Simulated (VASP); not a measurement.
A run of VASP 6.6.1 is set up as follows.

The input POSCAR:

```
ZnO
1.0
    3.2351975635      0.0000000000      0.0000000000
   -1.6175987818      2.8017632763      0.0000000000
    0.0000000000      0.0000000000      5.2114228349
Zn O
2 2
Direct
    0.3333333333      0.6666666667      0.4996923815
    0.6666666667      0.3333333333     -0.0003076185
    0.6666666667      0.3333333333      0.3793176185
    0.3333333333      0.6666666667      0.8793176185
```

The input INCAR.step1:

```
SYSTEM = ZnO
PREC = Accurate ; ENCUT = 520
ISMEAR = 0 ; SIGMA = 0.01
LREAL = .False. ; LASPH = .True.
NELM = 60 ; NBANDS = 26
GGA = PE ; ALGO = Normal
EDIFF = 1E-4 ; LWAVE = .True.
LCHARG = .False.
```

INCAR.step2

```
SYSTEM = ZnO
PREC = Accurate ; ENCUT = 520
EDIFF = 1E-6 ; ISMEAR = 0
SIGMA = 0.01 ; LREAL = .False.
LASPH = .True. ; NELM = 60
ALGO = Normal ; ISIF = 2
LWAVE = .False. ; LCHARG = .False.
METAGGA = R2SCAN ; LMIXTAU = .True.
NBANDS = 26 ; ISTART = 1
```

The input KPOINTS:

```
Automatic mesh
0
Gamma
  8 8 4
  0 0 0
```

Potentials or basis: VASP PAW PBE potentials, release 64 (Zn, O).

The run is started by

```bash
$ cat potpaw_PBE.64/Zn/POTCAR potpaw_PBE.64/O/POTCAR > POTCAR
$ cp INCAR.step1 INCAR
$ mpirun -np 1 vasp_std > vasp.out
$ cp INCAR.step2 INCAR
$ mpirun -np 1 vasp_std > vasp.out
```

Task: What does it give for the band gap on the k mesh?

Result: 1.23 eV.

Task: Estimate the largest force.

Result: 0.010 eV/Å.

Task: What does it give for the pressure?

Result: 1.0 GPa.

Stress tensor (GPa, compression positive):
```
0.98 0.00 0.00
0.00 0.98 0.00
0.00 0.00 1.09
```

Caveat: the PAW data sets were made with another functional, which shifts forces and pressure a little. r2SCAN opens gaps a little over a GGA but as a rule still falls short of measured ones.
